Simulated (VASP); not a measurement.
Set up this calculation in VASP 6.6.1, as the native input.

```
Task                   : single point
Functional             : PBEsol
Potentials or basis    : VASP PAW PBE potentials, release 64 (W_sv, Ta_pv, C)
Cutoff                 : 520 eV
k mesh                 : 10 × 10 × 10
Occupations            : fermi-dirac, width 0.05 eV
Spin                   : no spin polarisation
Dipole correction      : no
Further INCAR settings : ALGO = Normal; EDIFF = 1e-06; NBANDS = 24
```

The structure of TaWC2 lies in POSCAR:

```
TaWC2
1.0
    1.5613054648      0.9014201304      5.0673795820
   -1.5613054648      0.9014201304      5.0673795820
    0.0000000000     -1.8028402609      5.0673795820
W Ta C
1 1 2
Direct
    0.0000000000      0.0000000000      0.0000000000
    0.5000000000      0.5000000000      0.5000000000
    0.2509330000      0.2509330000      0.2509330000
    0.7490670000      0.7490670000      0.7490670000
```

This cell differs from its parent crystal: volume scaled by 0.98.

The input as run:

INCAR

```
SYSTEM = TaWC2
PREC     = Accurate       ! precision mode
ENCUT    = 520            ! plane-wave cutoff, eV
EDIFF    = 1E-6           ! SCF threshold, eV
ISMEAR   = -1             ! smearing method
SIGMA    = 0.05           ! smearing width, eV
LREAL    = .False.        ! projectors in reciprocal space
LASPH    = .True.         ! aspherical terms in the spheres
NELM     = 60             ! most SCF steps
ALGO     = Normal         ! electronic algorithm
ISIF     = 2              ! what is computed and relaxed
LWAVE    = .False.        ! write WAVECAR
LCHARG   = .False.        ! write CHGCAR
GGA      = PS             ! functional
NBANDS   = 24             ! bands
```

KPOINTS

```
regular mesh
0
Gamma
  10 10 10
  0 0 0
```

Potentials or basis: VASP PAW PBE potentials, release 64 (W_sv, Ta_pv, C).

Command:

```console
$ cat potpaw_PBE.64/W_sv/POTCAR potpaw_PBE.64/Ta_pv/POTCAR potpaw_PBE.64/C/POTCAR > POTCAR
$ mpirun -np 1 vasp_std > vasp.out
```

It gave:

```
Pressure      : -3.2 GPa
Largest force : 0.096 eV/Å
```

Caveat: the PAW data sets were made with another functional, which shifts forces and pressure a little.

Wall time 2.2 min on 1 thread of Intel(R) Xeon(R) Platinum 8559C (Emerald Rapids) (shared host), peak memory 0.32 GiB.
